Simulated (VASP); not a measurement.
# Sr2C (P4_2/mnm) in VASP: single point with PBE

Aim: the single point of Sr2C with PBE.

Everything below comes from runs of VASP 6.6.1. Logs are shortened: lines on timing, memory, paths and dates and some standing lists are left out, and cuts for length are marked.

## (1) The cell of the first run

The structure is tetragonal, space group P4_2/mnm (No. 136). Conventional cell: a = 6.534 Å, b = 6.534 Å, c = 4.259 Å, α = 90.00°, β = 90.00°, γ = 90.00°. Sr (site symmetry m2m) has 3 C at 2.78 to 2.84 Å and 1 Sr at 3.56 Å within 3.7 Å. C (site symmetry mmm) has 6 Sr at 2.78 to 2.84 Å within 3.7 Å.

## (2) Single point, PBE

INCAR reads:

```
SYSTEM = Sr2C
PREC = Accurate ; ENCUT = 520
EDIFF = 1E-6 ; ISMEAR = 0
SIGMA = 0.1 ; LREAL = .False.
LASPH = .True. ; NELM = 100
ALGO = Normal ; ISIF = 2
LWAVE = .False. ; LCHARG = .True.
GGA = PE ; LELF = .True.
LVHAR = .True. ; NBANDS = 33
```

KPOINTS reads:

```
regular mesh
0
Gamma
  6 6 10
  0 0 0
```

POSCAR reads:

```
Sr2C
1.0
    6.5342226053      0.0000000000      0.0000000000
    0.0000000000      6.5342226053      0.0000000000
    0.0000000000      0.0000000000      4.2589926837
Sr C
4 2
Direct
    0.3071946022      0.3071946022      0.0000000000
    0.6928053978      0.6928053978      0.0000000000
    0.8071946022      0.1928053978      0.5000000000
    0.1928053978      0.8071946022      0.5000000000
    0.0000000000      0.0000000000      0.0000000000
    0.5000000000      0.5000000000      0.5000000000
```

Potentials or basis: VASP PAW PBE potentials, release 64 (Sr_sv, C).

On the command line:

```sh
$ cat potpaw_PBE.64/Sr_sv/POTCAR potpaw_PBE.64/C/POTCAR > POTCAR
$ mpirun -np 1 vasp_std > vasp.out
```

OUTCAR:

```text
SYSTEM = Sr2C
   PREC = Accurate
   ENCUT = 520
   EDIFF = 1E-6
   ISMEAR = 0
   LREAL = .False.
   LASPH = .True.
   NELM = 100
   ISIF = 2
   GGA = PE

 ion  position               nearest neighbor table
   1  0.307  0.307  0.000-   6 2.78   6 2.78   5 2.84   2 3.56   4 3.97   3 3.97   4 3.97   3 3.97
                             4 3.97   4 3.97   3 3.97   3 3.97   2 4.74   2 4.74
   2  0.693  0.693  0.000-   6 2.78   6 2.78   5 2.84   1 3.56   4 3.97   3 3.97   4 3.97   3 3.97
                             3 3.97   3 3.97   4 3.97   4 3.97   1 4.74   1 4.74
   3  0.807  0.193  0.500-   5 2.78   5 2.78   6 2.84   4 3.56   1 3.97   1 3.97   2 3.97   2 3.97
                             2 3.97   2 3.97   1 3.97   1 3.97   4 4.74   4 4.74
   4  0.193  0.807  0.500-   5 2.78   5 2.78   6 2.84   3 3.56   1 3.97   1 3.97   2 3.97   2 3.97
                             1 3.97   1 3.97   2 3.97   2 3.97   3 4.74   3 4.74
   5  0.000  0.000  0.000-   3 2.78   4 2.78   3 2.78   4 2.78   1 2.84   2 2.84
   6  0.500  0.500  0.500-   1 2.78   2 2.78   1 2.78   2 2.78   3 2.84   4 2.84

  LATTYP: Found a simple tetragonal cell.
 ALAT       =     6.5342226053
 C/A-ratio  =     0.6517979171

  Lattice vectors:

 A1 = (   6.5342226053,   0.0000000000,   0.0000000000)
 A2 = (   0.0000000000,   6.5342226053,   0.0000000000)
 A3 = (   0.0000000000,   0.0000000000,   4.2589926837)

Analysis of symmetry for initial positions (statically):
=====================================================================
 Subroutine PRICEL returns:
 Original cell was already a primitive cell.

 Routine SETGRP: Setting up the symmetry group for a
 simple tetragonal supercell.

 Subroutine GETGRP returns: Found 16 space group operations
 (whereof  8 operations were pure point group operations)
 out of a pool of 16 trial point group operations.

The static configuration has the point symmetry D_2h.
 The point group associated with its full space group is D_4h.

Analysis of symmetry for dynamics (positions and initial velocities):
=====================================================================
 Subroutine PRICEL returns:
 Original cell was already a primitive cell.

 Routine SETGRP: Setting up the symmetry group for a
 simple tetragonal supercell.

 Subroutine GETGRP returns: Found 16 space group operations
 (whereof  8 operations were pure point group operations)
 out of a pool of 16 trial point group operations.

The dynamic configuration has the point symmetry D_2h.
 The point group associated with its full space group is D_4h.

 Subroutine INISYM returns: Found 16 space group operations
 (whereof  8 operations are pure point group operations),
 and found     1 'primitive' translations

----------------------------------------------------------------------------------------

                                     Primitive cell

  volume of cell :     181.8422

  direct lattice vectors                    reciprocal lattice vectors
     6.534222605  0.000000000  0.000000000     0.153040394  0.000000000  0.000000000
     0.000000000  6.534222605  0.000000000     0.000000000  0.153040394  0.000000000
     0.000000000  0.000000000  4.258992684     0.000000000  0.000000000  0.234797304

  length of vectors
     6.534222605  6.534222605  4.258992684     0.153040394  0.153040394  0.234797304

  position of ions in fractional coordinates (direct lattice)
     0.307194602  0.307194602  0.000000000
     0.692805398  0.692805398  0.000000000
     0.807194602  0.192805398  0.500000000
     0.192805398  0.807194602  0.500000000
     0.000000000  0.000000000  0.000000000
     0.500000000  0.500000000  0.500000000

  ion indices of the primitive-cell ions
   primitive index   ion index
                 1           1
                 2           2
                 3           3
                 4           4
                 5           5
                 6           6

----------------------------------------------------------------------------------------

 KPOINTS: regular mesh

Automatic generation of k-mesh.
 Grid dimensions read from file:
 generate k-points for:    6    6   10

 Generating k-lattice:

  Cartesian coordinates                     Fractional coordinates (reciprocal lattice)
     0.025506732  0.000000000  0.000000000     0.166666667  0.000000000  0.000000000
     0.000000000  0.025506732  0.000000000     0.000000000  0.166666667  0.000000000
     0.000000000  0.000000000  0.023479730     0.000000000  0.000000000  0.100000000

  Length of vectors
     0.025506732  0.025506732  0.023479730

  Shift w.r.t. Gamma in fractional coordinates (k-lattice)
     0.000000000  0.000000000  0.000000000

 Subroutine IBZKPT returns following result:
 ===========================================

 Found     60 irreducible k-points:

 Following reciprocal coordinates:
            Coordinates               Weight
  0.000000  0.000000  0.000000      1.000000
  0.166667  0.000000  0.000000      4.000000
  0.333333  0.000000  0.000000      4.000000
  0.500000  0.000000  0.000000      2.000000
  0.166667  0.166667  0.000000      4.000000
  0.333333  0.166667  0.000000      8.000000
[... 16 lines left out ...]
  0.333333  0.000000  0.200000      8.000000
  0.500000  0.000000  0.200000      4.000000
 [... further k-points ...]
   k-points           NKPTS =     60   k-points in BZ     NKDIM =     60   number of bands    NBANDS=     33
   number of dos      NEDOS =    301   number of ions     NIONS =      6
   total plane-waves  NPLWV =  80000
   dimension x,y,z NGX =    50 NGY =   50 NGZ =   32
   dimension x,y,z NGXF=   100 NGYF=  100 NGZF=   64
   ions per type =               4   2
   NGX,Y,Z   is equivalent  to a cutoff of  12.72, 12.72, 12.49 a.u.
   NGXF,Y,Z  is equivalent  to a cutoff of  25.44, 25.44, 24.98 a.u.
 SYSTEM =  Sr2C
   PREC   = accura    normal or accurate (medium, high low for compatibility)
   ISTART =      0    job   : 0-new  1-cont  2-samecut
   ICHARG =      2    charge: 1-file 2-atom 10-const
   ISPIN  =      1    spin polarized calculation?
   LNONCOLLINEAR =      F non collinear calculations
   LSORBIT =      F    spin-orbit coupling
   LASPH  =      T    aspherical Exc in radial PAW
   ENCUT  =  520.0 eV  38.22 Ry    6.18 a.u.  12.15 12.15  7.92*2*pi/ulx,y,z
   NELM   =    100;   NELMIN=  2; NELMDL= -5     # of ELM steps
   EDIFF  = 0.1E-05   stopping-criterion for ELM
   LREAL  =      F    real-space projection
   EDIFFG = 0.1E-04   stopping-criterion for IOM
   NSW    =      0    number of steps for IOM
   IBRION =     -1    ionic relax: 0-MD 1-quasi-New 2-CG
   NFREE  =      0    steps in history (QN), initial steepest desc. (CG)
   ISIF   =      2    stress and relaxation
   ISYM   =      2    0-nonsym 1-usesym 2-fastsym
   POTIM  = 0.5000    time-step for ionic-motion
   TEBEG  =    0.0;   TEEND  =   0.0 temperature during run
   PSTRESS=    0.0 pullay stress
   NELECT =      48.0000    total number of electrons
   NUPDOWN=      -1.0000    fix difference up-down
   EMIN   =  10.00;   EMAX   =-10.00  energy-range for DOS
   EFERMI =   0.00;   METHOD = LEGACY
   ISMEAR =     0;   SIGMA  =   0.10  broadening in eV -4-tet -1-fermi 0-gaus
   EFERMI_NEDOS =   21; number of points for ismear=-14 and -15
   IALGO  =     38    algorithm
   IMIX   =      4    mixing-type and parameters
     AMIX     =   0.40;   BMIX     =  1.00
     AMIX_MAG =   1.60;   BMIX_MAG =  1.00
  volume/ion in A,a.u.               =      30.31       204.52
  Fermi-wavevector in a.u.,A,eV,Ry     =   1.050164  1.984522 15.005100  1.102844
  Thomas-Fermi vector in A             =   2.185156
   LORBIT       =      0    0 simple, 1 ext, 2 COOP (PROOUT), +10 PAW based schemes
   GGA     = PE    functional components
   LHFCALC =     F    Hartree Fock is set to
   AEXX    =    0.0000 exact exchange contribution
   IVDW    =     0    specifies the selected vdW correction
   LEPSILON=     F    determine dielectric tensor
   LRPA    =     F    only Hartree local field effects (RPA)
 non-spin polarized calculation
 Gauss-broadening in eV      SIGMA  =   0.10
  energy-cutoff  :      520.00
  volume of cell :      181.84
 maximum number of plane-waves:      4944
 NGX is ok and might be reduce to    50
   NGX = 25   NGY = 25   NGZ = 15

 number of electron      47.9999999 magnetization

 Free energy of the ion-electron system (eV)
  ---------------------------------------------------
  ext. energy  EPLUGINS =         0.00000000
  ---------------------------------------------------
  free energy    TOTEN  =       -21.74590905 eV

  energy without entropy =      -21.73091450  energy(sigma->0) =      -21.73841178

 E-fermi :   2.1409     XC(G=0):  -8.4056

 val. band max:        2.1202926778   @ k =   0.1667   0.0000   0.2000
 cond. band min:       2.1974974539   @ k =   0.3333   0.0000   0.0000
 fundamental gap:      0.0772047762
 Fermi energy:         2.1408674812

 k-point     1 :       0.0000    0.0000    0.0000
  band No.  band energies     occupation
      1     -32.9530      2.00000
      2     -32.9013      2.00000
      3     -32.9013      2.00000
      4     -32.8991      2.00000
      5     -15.3402      2.00000
      6     -15.2427      2.00000
[... 25 lines left out ...]
     32       5.8388      0.00000
     33       5.8800      0.00000

 k-point     2 :       0.1667    0.0000    0.0000
  band No.  band energies     occupation
      1     -32.9502      2.00000
      2     -32.9085      2.00000
      3     -32.9005      2.00000
      4     -32.8955      2.00000
      5     -15.3334      2.00000
      6     -15.2409      2.00000
[... 25 lines left out ...]
     32       5.8191      0.00000
     33       6.0088      0.00000

 k-point     3 :       0.3333    0.0000    0.0000
  band No.  band energies     occupation
      1     -32.9426      2.00000
      2     -32.9195      2.00000
      3     -32.8983      2.00000
      4     -32.8944      2.00000
      5     -15.3194      2.00000
      6     -15.2595      2.00000
[... 25 lines left out ...]
     32       5.6655      0.00000
     33       6.0800      0.00000

 k-point     4 :       0.5000    0.0000    0.0000
  band No.  band energies     occupation
      1     -32.9316      2.00000
      2     -32.9316      2.00000
      3     -32.8958      2.00000
      4     -32.8958      2.00000
      5     -15.2944      2.00000
      6     -15.2944      2.00000
[... 25 lines left out ...]
     32       5.3783      0.00000
     33       6.1519      0.00000

 k-point     5 :       0.1667    0.1667    0.0000
  band No.  band energies     occupation
      1     -32.9476      2.00000
      2     -32.9110      2.00000
      3     -32.9016      2.00000
      4     -32.8945      2.00000
      5     -15.3234      2.00000
      6     -15.2558      2.00000
[... 604 lines left out ...]
 k-point    22 :       0.1667    0.0000    0.2000
  band No.  band energies     occupation
      1     -32.9435      2.00000
      2     -32.9082      2.00000
      3     -32.8988      2.00000
      4     -32.8965      2.00000
      5     -15.3020      2.00000
      6     -15.2120      2.00000
[... 25 lines left out ...]
     32       6.0324      0.00000
     33       6.2711      0.00000

 k-point    23 :       0.3333    0.0000    0.2000
  band No.  band energies     occupation
      1     -32.9371      2.00000
      2     -32.9175      2.00000
      3     -32.8974      2.00000
      4     -32.8951      2.00000
      5     -15.2907      2.00000
      6     -15.2409      2.00000
[... 25 lines left out ...]
     32       5.6802      0.00000
     33       6.2636      0.00000

 k-point    24 :       0.5000    0.0000    0.2000
  band No.  band energies     occupation
      1     -32.9278      2.00000
      2     -32.9278      2.00000
      3     -32.8958      2.00000
      4     -32.8958      2.00000
      5     -15.2705      2.00000
      6     -15.2705      2.00000
[... 25 lines left out ...]
     32       5.3941      0.00000
     33       6.4647      0.00000

 [... further k-points ...]

------------------------ aborting loop because EDIFF is reached ----------------------------------------

  FORCE on cell =-STRESS in cart. coord.  units (eV):
  Direction    XX          YY          ZZ          XY          YZ          ZX
  --------------------------------------------------------------------------------------
  -------------------------------------------------------------------------------------
  Total        0.1396256      0.1396256      0.2300757      0.0000000      0.0000000      0.0000000
  in kB        1.2302142      1.2302142      2.0271531      0.0000000      0.0000000      0.0000000
  external PRESSURE =       1.4958605 kB  Pullay stress =       0.0000000 kB

 VOLUME and BASIS-vectors are now :
 -----------------------------------------------------------------------------
  energy-cutoff  :      520.00
  volume of cell :      181.84
      direct lattice vectors                 reciprocal lattice vectors
     6.534222605  0.000000000  0.000000000     0.153040394  0.000000000  0.000000000
     0.000000000  6.534222605  0.000000000     0.000000000  0.153040394  0.000000000
     0.000000000  0.000000000  4.258992684     0.000000000  0.000000000  0.234797304

 POSITION                                       TOTAL-FORCE (eV/Angst)
 -----------------------------------------------------------------------------------
      2.00728      2.00728      0.00000        -0.008864     -0.008864     -0.000000
      4.52694      4.52694      0.00000         0.008864      0.008864      0.000000
      5.27439      1.25983      2.12950        -0.008864      0.008864      0.000000
      1.25983      5.27439      2.12950         0.008864     -0.008864     -0.000000
      0.00000      0.00000      0.00000         0.000000      0.000000      0.000000
      3.26711      3.26711      2.12950         0.000000      0.000000      0.000000
 -----------------------------------------------------------------------------------
    total drift:                                0.000000     -0.000000      0.000000

  FREE ENERGIE OF THE ION-ELECTRON SYSTEM (eV)
  ---------------------------------------------------
  free  energy   TOTEN  =       -21.7459090526 eV

  energy  without entropy=      -21.7309145027  energy(sigma->0) =      -21.73841178
```

It took 4.3 min on 1 thread of AMD EPYC 7R13 (Zen 3), shared host; peak memory 0.42 GiB.

What came out:

```yaml
Free_energy: -21.7459 eV
Pressure: 0.1 GPa
Largest_force: 0.013 eV/Å
Band_gap_on_the_k_mesh: zero (bands 24 and 25 overlap by 0.06 eV)
```

Forces on the atoms (eV/Å):
```
Sr  -0.009 -0.009  0.000
Sr   0.009  0.009  0.000
Sr  -0.009  0.009  0.000
Sr   0.009 -0.009  0.000
C    0.000  0.000  0.000
C    0.000  0.000  0.000
```

Stress tensor (GPa, compression positive):
```
0.12 0.00 0.00
0.00 0.12 0.00
0.00 0.00 0.20
```

The gap in the log of VASP goes by the Fermi energy; the results here count the filled bands.